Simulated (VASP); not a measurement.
TiAl, 2 atoms in the cell. It takes space group P4/mmm (No. 123, tetragonal). Conventional cell: a = 2.810 Å, b = 2.810 Å, c = 3.944 Å, α = 90.00°, β = 90.00°, γ = 90.00°. Ti (site symmetry 4/mmm) has 8 Al at 2.80 Å and 4 Ti at 2.81 Å within 3.7 Å. Al (site symmetry 4/mmm) has 8 Ti at 2.80 Å and 4 Al at 2.81 Å within 3.7 Å.  This cell differs from its parent crystal: strain along c alone, the other axes held: -3.0 %.

* Program: VASP 6.6.1
* Task: single point
* Functional: r2SCAN
* Potentials or basis: VASP PAW PBE potentials, release 64 (Ti_sv, Al)
* Cutoff: 520 eV
* k mesh: 18 × 18 × 14
* Occupations: gaussian, width 0.1 eV
* Spin: no spin polarisation
* Dipole correction: no
* Further INCAR settings: ALGO = Normal; EDIFF = 1e-06; NBANDS = 14

Potentials or basis: VASP PAW PBE potentials, release 64 (Ti_sv, Al).

The run is started by

```console
$ cat potpaw_PBE.64/Ti_sv/POTCAR potpaw_PBE.64/Al/POTCAR > POTCAR
$ cp INCAR.step1 INCAR
$ mpirun -np 1 vasp_std > vasp.out
$ cp INCAR.step2 INCAR
$ mpirun -np 1 vasp_std > vasp.out
```

Hardware: 1 thread of Intel(R) Xeon(R) 6975P-C (Granite Rapids), with other jobs on the host.

Question: How long does it take, and how much memory?

Answer: It took 5.9 min on 1 thread of Intel(R) Xeon(R) 6975P-C (Granite Rapids) (shared host), peak memory 0.32 GiB. Counts: k points 440.
